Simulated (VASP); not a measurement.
Ni, 1 atom in the cell. Symmetry: Fm-3m, No. 225, cubic system. The conventional cell has a = 3.524 Å, b = 3.524 Å, c = 3.524 Å, α = 90.00°, β = 90.00°, γ = 90.00°. Within 3.3 Å of Ni (site symmetry m-3m) lie 12 Ni at 2.49 Å. 

* Program: VASP 6.6.1
* Task: relaxation of cell and atoms
* Functional: PBE
* Dispersion: D4
* Potentials or basis: VASP PAW PBE potentials, release 64 (Ni)
* Cutoff: 600 eV
* k mesh: 14 × 14 × 14
* Occupations: methfessel-paxton, width 0.3 eV
* Spin: collinear spin, ferromagnetic start
* Starting moments: [1.0] μB
* Dipole correction: no
* Further INCAR settings: ALGO = Normal; EDIFF = 1e-07; IBRION = 2; EDIFFG = -0.01; NSW = 80; ISIF = 3

Potentials or basis: VASP PAW PBE potentials, release 64 (Ni).

Run with:

```sh
$ cat potpaw_PBE.64/Ni/POTCAR > POTCAR
$ mpirun -np 1 vasp_std > vasp.out
```

Hardware: 1 thread of Intel(R) Xeon(R) 6975P-C (Granite Rapids), with other jobs on the host.

Q: Estimate the wall time of this run.

A: Run time: 32 s on 1 thread of Intel(R) Xeon(R) 6975P-C (Granite Rapids), with other jobs on the host, peak memory 0.15 GiB. Counts: scf iterations 33, k points 104, ion steps 3.
